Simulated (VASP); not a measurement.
# Hf2Si (I4/mcm) in VASP: further runs

Runs on Hf2Si. Level: PBEsol. Tasks: single point.

Everything below comes from runs of VASP 6.6.1. Logs are shortened: lines on timing, memory, paths and dates and some standing lists are left out, and cuts for length are marked.

## Step 1: The cell of the first run

It takes space group I4/mcm (No. 140, tetragonal). The conventional cell has a = 5.762 Å, b = 5.762 Å, c = 4.705 Å, α = 90.00°, β = 90.00°, γ = 90.00°. Within 3.3 Å of Hf (site symmetry m2m) lie 4 Si at 2.48 Å and 11 Hf at 2.49 to 3.09 Å. Si (site symmetry 422) has 2 Si at 2.35 Å and 8 Hf at 2.48 Å within 3.1 Å.

## Step 2: Single point, PBEsol

INCAR reads:

```
SYSTEM = Hf2Si
PREC = Accurate
ENCUT = 520
EDIFF = 1E-6
ISMEAR = 0
SIGMA = 0.1
LREAL = .False.
LASPH = .True.
NELM = 60
ALGO = Fast
ISIF = 2
LWAVE = .False.
LCHARG = .True.
GGA = PS
LELF = .True.
LVHAR = .True.
NBANDS = 33
```

KPOINTS reads:

```
Automatic mesh
0
Gamma
  10 10 10
  0 0 0
```

POSCAR reads:

```
Hf2Si
1.0
   -2.8809471578      2.8809471578      2.3524866804
    2.8809471578     -2.8809471578      2.3524866804
    2.8809471578      2.8809471578     -2.3524866804
Hf Si
4 2
Direct
    0.8471590497      0.6528409503      0.5000000000
    0.3471590497      0.8471590497      0.1943180994
    0.1528409503      0.3471590497      0.5000000000
    0.6528409503      0.1528409503      0.8056819006
    0.7500000000      0.7500000000      0.0000000000
    0.2500000000      0.2500000000      0.0000000000
```

Potentials or basis: VASP PAW PBE potentials, release 64 (Hf_pv, Si).

Command:

```
$ cat potpaw_PBE.64/Hf_pv/POTCAR potpaw_PBE.64/Si/POTCAR > POTCAR
$ mpirun -np 1 vasp_std > vasp.out
```

OUTCAR:

```text
SYSTEM = Hf2Si
   PREC = Accurate
   ENCUT = 520
   EDIFF = 1E-6
   ISMEAR = 0
   LREAL = .False.
   LASPH = .True.
   NELM = 60
   ISIF = 2
   GGA = PS

 ion  position               nearest neighbor table
   1  0.847  0.653  0.500-   6 2.48   5 2.48   5 2.48   6 2.48   3 2.49   3 2.84   3 2.84   2 2.94
                             4 2.94   4 2.94   2 2.94   2 3.09   4 3.09   2 3.09   4 3.09
   2  0.347  0.847  0.194-   6 2.48   5 2.48   5 2.48   6 2.48   4 2.49   4 2.84   4 2.84   3 2.94
                             1 2.94   1 2.94   3 2.94   1 3.09   3 3.09   1 3.09   3 3.09
   3  0.153  0.347  0.500-   5 2.48   6 2.48   6 2.48   5 2.48   1 2.49   1 2.84   1 2.84   2 2.94
                             4 2.94   4 2.94   2 2.94   2 3.09   4 3.09   4 3.09   2 3.09
   4  0.653  0.153  0.806-   6 2.48   5 2.48   5 2.48   6 2.48   2 2.49   2 2.84   2 2.84   3 2.94
                             1 2.94   1 2.94   3 2.94   1 3.09   3 3.09   1 3.09   3 3.09
   5  0.750  0.750  0.000-   6 2.35   6 2.35   3 2.48   1 2.48   3 2.48   1 2.48   2 2.48   4 2.48
                             4 2.48   2 2.48
   6  0.250  0.250  0.000-   5 2.35   5 2.35   1 2.48   3 2.48   1 2.48   3 2.48   4 2.48   2 2.48
                             4 2.48   2 2.48

  LATTYP: Found a body centered tetragonal cell.
 ALAT       =     5.7618943156
 C/A-ratio  =     0.8165671050

  Lattice vectors:

 A1 = (  -2.8809471578,   2.8809471578,   2.3524866804)
 A2 = (   2.8809471578,  -2.8809471578,   2.3524866804)
 A3 = (   2.8809471578,   2.8809471578,  -2.3524866804)

Analysis of symmetry for initial positions (statically):
=====================================================================
 Subroutine PRICEL returns:
 Original cell was already a primitive cell.

 Routine SETGRP: Setting up the symmetry group for a
 body centered tetragonal supercell.

 Subroutine GETGRP returns: Found 16 space group operations
 (whereof  8 operations were pure point group operations)
 out of a pool of 16 trial point group operations.

The static configuration has the point symmetry C_4h.
 The point group associated with its full space group is D_4h.

Analysis of symmetry for dynamics (positions and initial velocities):
=====================================================================
 Subroutine PRICEL returns:
 Original cell was already a primitive cell.

 Routine SETGRP: Setting up the symmetry group for a
 body centered tetragonal supercell.

 Subroutine GETGRP returns: Found 16 space group operations
 (whereof  8 operations were pure point group operations)
 out of a pool of 16 trial point group operations.

The dynamic configuration has the point symmetry C_4h.
 The point group associated with its full space group is D_4h.
[... 108 lines left out ...]
   LREAL  =      F    real-space projection
   EDIFFG = 0.1E-04   stopping-criterion for IOM
   NSW    =      0    number of steps for IOM
   IBRION =     -1    ionic relax: 0-MD 1-quasi-New 2-CG
   NFREE  =      0    steps in history (QN), initial steepest desc. (CG)
   ISIF   =      2    stress and relaxation
   ISYM   =      2    0-nonsym 1-usesym 2-fastsym
   POTIM  = 0.5000    time-step for ionic-motion
   TEBEG  =    0.0;   TEEND  =   0.0 temperature during run
   PSTRESS=    0.0 pullay stress
   NELECT =      48.0000    total number of electrons
   NUPDOWN=      -1.0000    fix difference up-down
   EMIN   =  10.00;   EMAX   =-10.00  energy-range for DOS
   EFERMI =   0.00;   METHOD = LEGACY
   ISMEAR =     0;   SIGMA  =   0.10  broadening in eV -4-tet -1-fermi 0-gaus
   EFERMI_NEDOS =   21; number of points for ismear=-14 and -15
   IALGO  =     68    algorithm
   IMIX   =      4    mixing-type and parameters
     AMIX     =   0.40;   BMIX     =  1.00
     AMIX_MAG =   1.60;   BMIX_MAG =  1.00
  volume/ion in A,a.u.               =      13.02        87.84
  Fermi-wavevector in a.u.,A,eV,Ry     =   1.391883  2.630277 26.359079  1.937338
  Thomas-Fermi vector in A             =   2.515679
   LORBIT       =      0    0 simple, 1 ext, 2 COOP (PROOUT), +10 PAW based schemes
   GGA     = PS    functional components
   LHFCALC =     F    Hartree Fock is set to
   AEXX    =    0.0000 exact exchange contribution
   IVDW    =     0    specifies the selected vdW correction
   LEPSILON=     F    determine dielectric tensor
   LRPA    =     F    only Hartree local field effects (RPA)
 non-spin polarized calculation
 RMM-DIIS sequential band-by-band and
 Gauss-broadening in eV      SIGMA  =   0.10
  energy-cutoff  :      520.00
  volume of cell :       78.10
 maximum number of plane-waves:      2137
   NGX = 17   NGY = 17   NGZ = 17

 number of electron      48.0000002 magnetization

 Free energy of the ion-electron system (eV)
  ---------------------------------------------------
  ext. energy  EPLUGINS =         0.00000000
  ---------------------------------------------------
  free energy    TOTEN  =       -51.49070601 eV

  energy without entropy =      -51.47993148  energy(sigma->0) =      -51.48531875

 E-fermi :   9.0547     XC(G=0): -13.3371

 val. band max:        9.0358701143   @ k =  -0.1000  -0.3000   0.1000
 cond. band min:       9.0573369064   @ k =   0.5000   0.5000   0.5000
 fundamental gap:      0.0214667921
 Fermi energy:         9.0546728350

 k-point     1 :       0.0000    0.0000    0.0000
  band No.  band energies     occupation
      1     -21.0755      2.00000
      2     -20.9882      2.00000
      3     -20.3814      2.00000
      4     -20.3814      2.00000
      5     -20.1994      2.00000
      6     -20.1994      2.00000
[... 853 lines left out ...]
     32      14.9031      0.00000
     33      15.4977      0.00000

 [... further k-points ...]
[... 5 lines left out ...]
  --------------------------------------------------------------------------------------
  -------------------------------------------------------------------------------------
  Total       44.5779831     44.5779831     44.3501302      0.0000000      0.0000000      0.0000000
  in kB      914.4779704    914.4779704    909.8037703      0.0000000      0.0000000      0.0000000
  external PRESSURE =     912.9199037 kB  Pullay stress =       0.0000000 kB

 VOLUME and BASIS-vectors are now :
 -----------------------------------------------------------------------------
  energy-cutoff  :      520.00
  volume of cell :       78.10
      direct lattice vectors                 reciprocal lattice vectors
    -2.880947158  2.880947158  2.352486680     0.000000000  0.173554034  0.212541055
     2.880947158 -2.880947158  2.352486680     0.173554034  0.000000000  0.212541055
     2.880947158  2.880947158 -2.352486680     0.173554034  0.173554034  0.000000000

 POSITION                                       TOTAL-FORCE (eV/Angst)
 -----------------------------------------------------------------------------------
      0.88065      2.00029      2.35249        -0.040959      0.040959      0.000000
      2.00029     -0.88065      2.35249         0.040959      0.040959     -0.000000
      2.00029      0.88065      0.00000         0.040959     -0.040959      0.000000
      0.88065      3.76160      0.00000        -0.040959     -0.040959      0.000000
      0.00000      0.00000      3.52873         0.000000     -0.000000      0.000000
      0.00000      0.00000      1.17624         0.000000     -0.000000      0.000000
 -----------------------------------------------------------------------------------
    total drift:                               -0.000000     -0.000000     -0.000000

  FREE ENERGIE OF THE ION-ELECTRON SYSTEM (eV)
  ---------------------------------------------------
  free  energy   TOTEN  =       -51.4907060109 eV

  energy  without entropy=      -51.4799314816  energy(sigma->0) =      -51.48531875
```

OSZICAR:

```text
N       E                     dE             d eps       ncg     rms          rms(c)
DAV:   1     0.201133053765E+03    0.20113E+03   -0.25784E+04  6732   0.144E+03
DAV:   2    -0.427496215355E+02   -0.24388E+03   -0.23072E+03  7970   0.351E+02
DAV:   3    -0.532294671904E+02   -0.10480E+02   -0.10066E+02  8529   0.496E+01
DAV:   4    -0.533776878452E+02   -0.14822E+00   -0.14770E+00  7870   0.602E+00
DAV:   5    -0.533793678711E+02   -0.16800E-02   -0.16788E-02  8348   0.605E-01    0.148E+02
RMM:   6    -0.517940623381E+02    0.15853E+01   -0.27388E+00  6850   0.584E+00    0.930E+01
RMM:   7    -0.515878392539E+02    0.20622E+00   -0.29019E+00  7588   0.678E+00    0.587E+00
RMM:   8    -0.514914059452E+02    0.96433E-01   -0.33566E-01  7000   0.273E+00    0.122E+00
RMM:   9    -0.514909824893E+02    0.42346E-03   -0.39974E-02  7593   0.838E-01    0.781E-01
RMM:  10    -0.514906746638E+02    0.30783E-03   -0.32529E-03  7988   0.245E-01    0.228E-01
RMM:  11    -0.514906983769E+02   -0.23713E-04   -0.58307E-04  8294   0.960E-02    0.539E-02
RMM:  12    -0.514907054581E+02   -0.70811E-05   -0.11584E-04  8306   0.412E-02    0.373E-02
RMM:  13    -0.514907064165E+02   -0.95841E-06   -0.15699E-05  7016   0.142E-02    0.803E-03
RMM:  14    -0.514907060109E+02    0.40559E-06   -0.41816E-06  6215   0.754E-03
   1 F= -.51490706E+02 E0= -.51485319E+02  d E =-.107745E-01
```

Run time: 4.7 min. Hardware: 1 thread of Intel Xeon Platinum 8259CL at 2.50GHz (Skylake/Cascade Lake), shared host; peak memory 0.35 GiB.

Results:

```
Free energy            : -51.4907 eV
Pressure               : 91.3 GPa
Largest force          : 0.058 eV/Å
Band gap on the k mesh : zero (bands 24 and 25 overlap by 1.18 eV)
```

Forces on the atoms (eV/Å):
```
Hf  -0.041  0.041  0.000
Hf   0.041  0.041  0.000
Hf   0.041 -0.041  0.000
Hf  -0.041 -0.041  0.000
Si   0.000  0.000  0.000
Si   0.000  0.000  0.000
```

Caveat: the cell stands under pressure; the PAW data sets were made with another functional, which shifts forces and pressure a little; spin-orbit coupling is left out, which moves the levels of the heavy elements.

## Step 3: Single point, PBEsol

This run uses another cell than the first one, of 14.52 Å³/atom.

INCAR reads:

```
SYSTEM = Hf2Si
  PREC = Accurate
  ENCUT = 520
  EDIFF = 1E-7
  ISMEAR = 0
  SIGMA = 0.1
  LREAL = .FALSE.
  LASPH = .TRUE.
  NELM = 80
  ALGO = Fast
  ISIF = 2
  LWAVE = .FALSE.
  LCHARG = .FALSE.
  GGA = PS
  NBANDS = 33
```

KPOINTS reads:

```
regular mesh
0
G
  10 10 10
  0 0 0
```

POSCAR reads:

```
Hf2Si
1.0
   -3.0072388174      3.0072388174      2.4087489279
    3.0072388174     -3.0072388174      2.4087489279
    3.0072388174      3.0072388174     -2.4087489279
Hf Si
4 2
Direct
    0.8451825158      0.6548174842      0.5000000000
    0.3451825158      0.8451825158      0.1903650316
    0.1548174842      0.3451825158      0.5000000000
    0.6548174842      0.1548174842      0.8096349684
    0.7500000000      0.7500000000      0.0000000000
    0.2500000000      0.2500000000      0.0000000000
```

Potentials or basis: VASP PAW PBE potentials, release 64 (Hf_pv, Si).

Command:

```
$ cat potpaw_PBE.64/Hf_pv/POTCAR potpaw_PBE.64/Si/POTCAR > POTCAR
$ mpirun -np 1 vasp_std > vasp.out
```

Wall time 5.2 min (1 thread of Intel Xeon Platinum 8259CL at 2.50GHz (Skylake/Cascade Lake), shared host); peak memory 0.37 GiB.

Results (log left out):

```yaml
Free_energy: -55.4067 eV
Pressure: 50.5 GPa
Largest_force: 0.033 eV/Å
Band_gap_on_the_k_mesh: zero (bands 24 and 25 overlap by 0.94 eV)
```

Forces on the atoms (eV/Å):
```
Hf  -0.023  0.023  0.000
Hf   0.023  0.023  0.000
Hf   0.023 -0.023  0.000
Hf  -0.023 -0.023  0.000
Si   0.000  0.000  0.000
Si   0.000  0.000  0.000
```

Stress tensor (GPa, compression positive):
```
50.62  0.00  0.00
 0.00 50.62  0.00
 0.00  0.00 50.40
```

Levels at points of the mesh, in eV from the Fermi level:
```csv
k point,band 20,band 21,band 22,band 23,band 24,band 25,band 26,band 27,band 28,band 29
"(0.00, 0.00, 0.00)",-1.52,-1.33,-1.33,-1.28,-0.86,2.36,2.44,2.67,3.13,3.13
"(0.50, 0.00, 0.00)",-1.45,-0.98,-0.98,-0.79,-0.79,0.66,0.66,2.18,2.18,3.93
"(0.50, 0.50, 0.00)",-2.29,-1.79,-1.55,-0.28,0.00,1.33,1.66,1.93,2.46,3.61
"(0.50, 0.50, 0.50)",-2.36,-1.11,-0.61,0.16,0.26,0.37,0.37,1.39,1.43,1.88
```

Caveat: the cell stands under pressure; the PAW data sets were made with another functional, which shifts forces and pressure a little; spin-orbit coupling is left out, which moves the levels of the heavy elements.

[end of part 1 of 2]
